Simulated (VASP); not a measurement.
Input of a VASP 6.6.1 run:

The input POSCAR:

```
BN
1.0
    2.5439499996      0.0000000000      0.0000000000
   -1.2719749998      2.2031253256      0.0000000000
    0.0000000000      0.0000000000      4.1236590347
B N
2 2
Direct
    0.3333333333      0.6666666667      0.0001020310
    0.6666666667      0.3333333333      0.5001020310
    0.3333333333      0.6666666667      0.3748979690
    0.6666666667      0.3333333333      0.8748979690
```

Contents of INCAR.step1:

```
  ALGO = Normal
  EDIFF = 1E-5
  ENCUT = 520
  GGA = PE
  ISIF = 2
  ISMEAR = 0
  LASPH = True
  LREAL = False
  LWAVE = True
  NBANDS = 16
  NELM = 60
  PREC = Accurate
  SIGMA = 0.01
```

File INCAR.step2:

```
  ALGO = Normal
  EDIFF = 1E-6
  ENCUT = 520
  GGA = PE
  HFSCREEN = 0.2079
  ISIF = 2
  ISMEAR = 0
  ISTART = 1
  LASPH = True
  LCHARG = True
  LELF = True
  LHFCALC = True
  LREAL = False
  LVHAR = True
  LWAVE = False
  NBANDS = 16
  NELM = 60
  PREC = Accurate
  PRECFOCK = Normal
  SIGMA = 0.01
```

Contents of KPOINTS:

```
k-points
0
Gamma
  9 9 4
```

Potentials or basis: VASP PAW PBE potentials, release 64 (B, N).

Run with:

```sh
$ cat potpaw_PBE.64/B/POTCAR potpaw_PBE.64/N/POTCAR > POTCAR
$ cp INCAR.step1 INCAR
$ mpirun -np 1 vasp_std > vasp.out
$ cp INCAR.step2 INCAR
$ mpirun -np 1 vasp_std > vasp.out
```

**Question.** Estimate the pressure.

**Answer.** 4.5 GPa.

**Question.** Estimate the band gap on the k mesh.

**Answer.** 6.56 eV (least direct gap 9.91 eV).

Forces in eV/Å, atoms in the order of the input:
```
B    0.000  0.000 -0.033
B    0.000  0.000 -0.033
N    0.000  0.000  0.033
N    0.000  0.000  0.033
```

Caveat: the cell differs from its parent crystal (uniaxial z strain -2.0%); the cell stands under pressure; the PAW data sets were made with another functional, which shifts forces and pressure a little; an odd mesh through Γ misses points on the zone boundary, where band edges can lie.
